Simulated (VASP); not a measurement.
# Ni in VASP: single point with PBEsol

Aim: the single point of Ni with PBEsol.

Program: VASP 6.6.1. These are calculated values, not measurements. Logs are shortened: lines on timing, memory, paths and dates and some standing lists are left out, and cuts for length are marked.

### Step 1. The cell of the first run

The cell holds a sheet with vacuum, 1 atom: a = 2.259 Å, b = 2.259 Å, c = 23.800 Å, α = 90.00°, β = 90.00°, γ = 90.00°.

### Step 2. Single point, PBEsol, collinear spin, ferromagnetic start

Contents of INCAR:

```
SYSTEM = Ni
PREC = Accurate ; ENCUT = 520
EDIFF = 1E-6 ; ISMEAR = -1
SIGMA = 0.05 ; LREAL = .False.
LASPH = .True. ; NELM = 150
ALGO = Normal ; ISIF = 2
LWAVE = .False. ; LCHARG = .True.
ISPIN = 2 ; MAGMOM = 1
LORBIT = 11 ; LMAXMIX = 4
LDIPOL = .True. ; IDIPOL = 3
DIPOL = 0.5 0.5 0.294 ; GGA = PS
LELF = .True. ; LVHAR = .True.
LVACPOTAV = .True. ; NBANDS = 15
```

Contents of KPOINTS:

```
Automatic mesh
0
Gamma
  12 12 1
  0 0 0
```

Contents of POSCAR:

```
Ni
1.0
    2.2591100000      0.0000000000      0.0000000000
    0.0000000000      2.2591100000      0.0000000000
    0.0000000000      0.0000000000     23.8000000000
Ni
1
Direct
    0.5000000000      0.5000000000      0.2941200000
```

Potentials or basis: VASP PAW PBE potentials, release 64 (Ni).

The run is started by

```console
> cat potpaw_PBE.64/Ni/POTCAR > POTCAR
> mpirun -np 1 vasp_std > vasp.out
```

OUTCAR:

```text
SYSTEM = Ni
   PREC = Accurate
   ENCUT = 520
   EDIFF = 1E-6
   ISMEAR = -1
   LREAL = .False.
   LASPH = .True.
   NELM = 150
   ISIF = 2
   ISPIN = 2
   LORBIT = 11
   GGA = PS

 ion  position               nearest neighbor table
   1  0.500  0.500  0.294-

  LATTYP: Found a simple tetragonal cell.
 ALAT       =     2.2591100000
 C/A-ratio  =    10.5351222384

  Lattice vectors:

 A1 = (   2.2591100000,   0.0000000000,   0.0000000000)
 A2 = (   0.0000000000,   2.2591100000,   0.0000000000)
 A3 = (   0.0000000000,   0.0000000000,  23.8000000000)

Analysis of symmetry for initial positions (statically):
=====================================================================
 Subroutine PRICEL returns:
 Original cell was already a primitive cell.

 Routine SETGRP: Setting up the symmetry group for a
 simple tetragonal supercell.

 Subroutine GETGRP returns: Found 16 space group operations
 (whereof  8 operations were pure point group operations)
 out of a pool of 16 trial point group operations.

The static configuration has the point symmetry C_4v.
 The point group associated with its full space group is D_4h.

Analysis of symmetry for dynamics (positions and initial velocities):
=====================================================================
 Subroutine PRICEL returns:
 Original cell was already a primitive cell.

 Routine SETGRP: Setting up the symmetry group for a
 simple tetragonal supercell.

 Subroutine GETGRP returns: Found 16 space group operations
 (whereof  8 operations were pure point group operations)
 out of a pool of 16 trial point group operations.

The dynamic configuration has the point symmetry C_4v.
 The point group associated with its full space group is D_4h.

Analysis of structural, dynamic, and magnetic symmetry:
=====================================================================
 Subroutine PRICEL returns:
 Original cell was already a primitive cell.

 Routine SETGRP: Setting up the symmetry group for a
 simple tetragonal supercell.

 Subroutine GETGRP returns: Found 16 space group operations
 (whereof  8 operations were pure point group operations)
 out of a pool of 16 trial point group operations.

The overall configuration has the point symmetry C_4v.
 The point group associated with its full space group is D_4h.

 Subroutine INISYM returns: Found 16 space group operations
 (whereof  8 operations are pure point group operations),
 and found     1 'primitive' translations

----------------------------------------------------------------------------------------

                                     Primitive cell

  volume of cell :     121.4652

  direct lattice vectors                    reciprocal lattice vectors
     2.259110000  0.000000000  0.000000000     0.442652195  0.000000000  0.000000000
     0.000000000  2.259110000  0.000000000     0.000000000  0.442652195  0.000000000
     0.000000000  0.000000000 23.800000000     0.000000000  0.000000000  0.042016807

  length of vectors
     2.259110000  2.259110000 23.800000000     0.442652195  0.442652195  0.042016807

  position of ions in fractional coordinates (direct lattice)
     0.500000000  0.500000000  0.294120000

  ion indices of the primitive-cell ions
   primitive index   ion index
                 1           1

----------------------------------------------------------------------------------------

 KPOINTS: Automatic mesh

Automatic generation of k-mesh.
 Grid dimensions read from file:
 generate k-points for:   12   12    1

 Generating k-lattice:

  Cartesian coordinates                     Fractional coordinates (reciprocal lattice)
     0.036887683  0.000000000  0.000000000     0.083333333  0.000000000  0.000000000
     0.000000000  0.036887683  0.000000000     0.000000000  0.083333333  0.000000000
     0.000000000  0.000000000  0.042016807     0.000000000  0.000000000  1.000000000

  Length of vectors
     0.036887683  0.036887683  0.042016807

  Shift w.r.t. Gamma in fractional coordinates (k-lattice)
     0.000000000  0.000000000  0.000000000

 Subroutine IBZKPT returns following result:
 ===========================================

 Found     28 irreducible k-points:

 Following reciprocal coordinates:
            Coordinates               Weight
  0.000000  0.000000  0.000000      1.000000
  0.083333  0.000000  0.000000      4.000000
  0.166667  0.000000  0.000000      4.000000
  0.250000  0.000000  0.000000      4.000000
  0.333333  0.000000  0.000000      4.000000
  0.416667  0.000000  0.000000      4.000000
[... 16 lines left out ...]
  0.333333  0.333333  0.000000      4.000000
  0.416667  0.333333  0.000000      8.000000
 [... further k-points ...]
   k-points           NKPTS =     28   k-points in BZ     NKDIM =     28   number of bands    NBANDS=     15
   number of dos      NEDOS =    301   number of ions     NIONS =      1
   total plane-waves  NPLWV =  58320
   dimension x,y,z NGX =    18 NGY =   18 NGZ =  180
   dimension x,y,z NGXF=    36 NGYF=   36 NGZF=  360
   ions per type =               1
   NGX,Y,Z   is equivalent  to a cutoff of  13.25, 13.25, 12.57 a.u.
   NGXF,Y,Z  is equivalent  to a cutoff of  26.49, 26.49, 25.15 a.u.
 SYSTEM =  Ni
   PREC   = accura    normal or accurate (medium, high low for compatibility)
   ISTART =      0    job   : 0-new  1-cont  2-samecut
   ICHARG =      2    charge: 1-file 2-atom 10-const
   ISPIN  =      2    spin polarized calculation?
   LNONCOLLINEAR =      F non collinear calculations
   LSORBIT =      F    spin-orbit coupling
   LASPH  =      T    aspherical Exc in radial PAW
   ENCUT  =  520.0 eV  38.22 Ry    6.18 a.u.   4.20  4.20 44.25*2*pi/ulx,y,z
   NELM   =    150;   NELMIN=  2; NELMDL= -5     # of ELM steps
   EDIFF  = 0.1E-05   stopping-criterion for ELM
   LREAL  =      F    real-space projection
   EDIFFG = 0.1E-04   stopping-criterion for IOM
   NSW    =      0    number of steps for IOM
   IBRION =     -1    ionic relax: 0-MD 1-quasi-New 2-CG
   NFREE  =      0    steps in history (QN), initial steepest desc. (CG)
   ISIF   =      2    stress and relaxation
   ISYM   =      2    0-nonsym 1-usesym 2-fastsym
   POTIM  = 0.5000    time-step for ionic-motion
   TEBEG  =    0.0;   TEEND  =   0.0 temperature during run
   PSTRESS=    0.0 pullay stress
   NELECT =      10.0000    total number of electrons
   NUPDOWN=      -1.0000    fix difference up-down
   EMIN   =  10.00;   EMAX   =-10.00  energy-range for DOS
   EFERMI =   0.00;   METHOD = LEGACY
   ISMEAR =    -1;   SIGMA  =   0.05  broadening in eV -4-tet -1-fermi 0-gaus
   EFERMI_NEDOS =   21; number of points for ismear=-14 and -15
   IALGO  =     38    algorithm
   IMIX   =      4    mixing-type and parameters
     AMIX     =   0.40;   BMIX     =  1.00
     AMIX_MAG =   1.60;   BMIX_MAG =  1.00
  volume/ion in A,a.u.               =     121.47       819.69
  Fermi-wavevector in a.u.,A,eV,Ry     =   0.712182  1.345829  6.900916  0.507203
  Thomas-Fermi vector in A             =   1.799490
   LORBIT       =     11    0 simple, 1 ext, 2 COOP (PROOUT), +10 PAW based schemes
   GGA     = PS    functional components
   LHFCALC =     F    Hartree Fock is set to
   AEXX    =    0.0000 exact exchange contribution
   IVDW    =     0    specifies the selected vdW correction
   LEPSILON=     F    determine dielectric tensor
   LRPA    =     F    only Hartree local field effects (RPA)
 spin polarized calculation
  energy-cutoff  :      520.00
  volume of cell :      121.47
 maximum number of plane-waves:      3302
 NGX is ok and might be reduce to    18
   NGX =  9   NGY =  9   NGZ = 89

 number of electron      10.0000000 magnetization       1.0000000

 dipolmoment           0.000000      0.000000      0.000019 electrons x Angstroem

 number of electron       9.9999988 magnetization       0.8648302

 dipolmoment           0.000000      0.000000     -0.000010 electrons x Angstroem

 Free energy of the ion-electron system (eV)
  ---------------------------------------------------
  ext. energy  EPLUGINS =         0.00000000
  ---------------------------------------------------
  free energy    TOTEN  =        -4.38336490 eV

  energy without entropy =       -4.36624239  energy(sigma->0) =       -4.37480364

 E-fermi :  -4.0151     XC(G=0):  -1.9694

 val. band max:       -4.0347536762   @ k =   0.2500   0.0000   0.0000
 cond. band min:      -4.0130991254   @ k =   0.1667   0.1667   0.0000
 fundamental gap:      0.0216545508
 Fermi energy:        -4.0150949281

 spin component 1

 k-point     1 :       0.0000    0.0000    0.0000
  band No.  band energies     occupation
      1      -9.9315      1.00000
      2      -7.8740      1.00000
      3      -6.0205      1.00000
      4      -4.8336      1.00000
      5      -4.8336      1.00000
      6      -4.5686      0.99998
      7      -3.2156      0.00000
      8       1.0226      0.00000
      9       1.4582      0.00000
     10       1.4606      0.00000
     11       2.3871      0.00000
     12       2.6248      0.00000
     13       4.0215      0.00000
     14       4.3561      0.00000
[... 403 lines left out ...]
      4      -4.9729      1.00000
      5      -4.6367      1.00000
      6       0.0700      0.00000
      7       5.0889      0.00000
      8       6.0977      0.00000
      9       9.1997      0.00000
     10       9.8044      0.00000
     11       9.8926      0.00000
     12      10.7519      0.00000
     13      10.8464      0.00000
     14      11.0629      0.00000
     15      11.5093      0.00000

 [... further k-points ...]

 spin component 2

 k-point     1 :       0.0000    0.0000    0.0000
  band No.  band energies     occupation
      1      -9.8063      1.00000
      2      -7.2101      1.00000
      3      -5.4949      1.00000
      4      -3.7540      0.00537
      5      -3.7540      0.00537
      6      -3.4275      0.00001
      7      -3.2538      0.00000
      8       0.9874      0.00000
      9       1.4101      0.00000
     10       1.4729      0.00000
     11       2.3750      0.00000
     12       2.6092      0.00000
     13       4.0027      0.00000
     14       4.3434      0.00000
[... 403 lines left out ...]
      4      -4.2617      0.99284
      5      -3.9116      0.11202
      6       0.2828      0.00000
      7       5.2833      0.00000
      8       6.1482      0.00000
      9       9.1508      0.00000
     10       9.8180      0.00000
     11       9.8515      0.00000
     12      10.7523      0.00000
     13      10.8266      0.00000
     14      11.0449      0.00000
     15      11.6625      0.00000

 [... further k-points ...]

------------------------ aborting loop because EDIFF is reached ----------------------------------------

  FORCE on cell =-STRESS in cart. coord.  units (eV):
  Direction    XX          YY          ZZ          XY          YZ          ZX
  --------------------------------------------------------------------------------------
  -------------------------------------------------------------------------------------
  Total       -0.6407466     -0.6407466     -0.0003212      0.0000000      0.0000000      0.0000000
  in kB       -8.4517215     -8.4517215     -0.0042366      0.0000000      0.0000000      0.0000000
  external PRESSURE =      -5.6358932 kB  Pullay stress =       0.0000000 kB

 VOLUME and BASIS-vectors are now :
 -----------------------------------------------------------------------------
  energy-cutoff  :      520.00
  volume of cell :      121.47
      direct lattice vectors                 reciprocal lattice vectors
     2.259110000  0.000000000  0.000000000     0.442652195  0.000000000  0.000000000
     0.000000000  2.259110000  0.000000000     0.000000000  0.442652195  0.000000000
     0.000000000  0.000000000 23.800000000     0.000000000  0.000000000  0.042016807

 POSITION                                       TOTAL-FORCE (eV/Angst)
 -----------------------------------------------------------------------------------
      1.12956      1.12956      7.00006         0.000000     -0.000000      0.000000
 -----------------------------------------------------------------------------------
    total drift:                                0.000000      0.000000     -0.000098

  FREE ENERGIE OF THE ION-ELECTRON SYSTEM (eV)
  ---------------------------------------------------
  free  energy   TOTEN  =        -4.3833648959 eV

  energy  without entropy=       -4.3662423937  energy(sigma->0) =       -4.37480364

 vacuum level on the upper side and lower side of the slab         1.358         1.358

 total charge

# of ion       s       p       d       tot
------------------------------------------
    1        0.542   0.296   8.326   9.164

 magnetization (x)

# of ion       s       p       d       tot
------------------------------------------
    1        0.011  -0.009   0.881   0.883
```

Run time: 89 s. Hardware: 1 thread of Intel Xeon Platinum 8559C (Emerald Rapids), shared host; peak memory 0.31 GiB.

What came out:

| Property | Result |
| --- | --- |
| Free energy | -4.3834 eV |
| Net moment | 0.86 μB per cell |
| Site moments | Ni +0.88 μB |
| Valence electrons inside the program's atomic spheres | Ni 9.16 |

Caveat: the PAW data sets were made with another functional, which shifts forces and pressure a little.
